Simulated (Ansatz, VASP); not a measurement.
**Two plane-wave programs on C**

```xyz
4
Lattice="1.2333 -2.1360 0.0000 1.2333 2.1360 0.0000 0.0000 0.0000 8.7070" Properties=species:S:1:pos:R:3 pbc="T T T"
C     1.2333    1.6946    6.6183
C     1.2333   -0.2706    2.0887
C     1.2333   -1.6946    2.0887
C     1.2333    0.2706    6.6183
```

Change from the starting cell: mode 1 frozen in at -0.085 Å and mode 6 at +0.085 Å (largest displacements).

Alike in both runs: task single point; functional PBE; k mesh 18 × 18 × 6; occupations gaussian, width 0.15 eV; no spin polarisation.

|  | VASP | Ansatz |
| --- | --- | --- |
| version | VASP 6.6.1 | Ansatz 0.2.0 |
| potentials or method | VASP PAW PBE potentials, release 64 (C), cutoff 520 eV | scalar-relativistic, plane waves, PAW |
| valence electrons in the cell | 16 | 16 |

```tsv
	VASP	Ansatz	Ansatz less VASP
gap on the k mesh at the Fermi level (eV)	0.02	0.02	0.000
least direct gap on the mesh (eV)	0.02	0.02	0.000
pressure (GPa)	0.3	0.0	-0.34
traceless stress, the component that is largest in VASP (GPa)	-0.39	0.03	+0.412
```
